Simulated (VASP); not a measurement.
Write the native input for VASP 6.6.1 that does the following.

| Item | Value |
| --- | --- |
| Task | single point |
| Functional | PBE |
| Potentials or basis | VASP PAW PBE potentials, release 64 (Zn, Cu) |
| Cutoff | 520 eV |
| k mesh | 8 × 8 × 8 |
| Occupations | fermi-dirac, width 0.05 eV |
| Spin | no spin polarisation |
| Dipole correction | no |
| Further INCAR settings | ALGO = Fast; EDIFF = 1e-06; NBANDS = 18 |

The structure of ZnCu lies in POSCAR:

```
ZnCu
1.0
    2.8272000000      0.0000000000      0.0000000000
    0.0000000000      2.8272000000      0.0000000000
    0.0000000000      0.0000000000      2.9450000000
Zn Cu
1 1
Direct
    0.5000000000      0.5000000000      0.5000000000
    0.0000000000      0.0000000000      0.0000000000
```

These files were run (other wordings do the same):

INCAR

```
SYSTEM = ZnCu
ALGO = Fast
EDIFF = 1E-6
ENCUT = 520
GGA = PE
ISIF = 2
ISMEAR = -1
LASPH = .TRUE.
LCHARG = .FALSE.
LREAL = .FALSE.
LWAVE = .FALSE.
NBANDS = 18
NELM = 60
PREC = Accurate
SIGMA = 0.05
```

KPOINTS

```
k-points
0
G
  8 8 8
  0 0 0
```

Potentials or basis: VASP PAW PBE potentials, release 64 (Zn, Cu).

The run is started by

```sh
$ cat potpaw_PBE.64/Zn/POTCAR potpaw_PBE.64/Cu/POTCAR > POTCAR
$ mpirun -np 1 vasp_std > vasp.out
```

It gave:

| Quantity | Value |
| --- | --- |
| Pressure | 16.0 GPa |

Run time: 44 s on 1 thread of Intel Xeon 8259CL, on a shared host, peak memory 0.16 GiB.
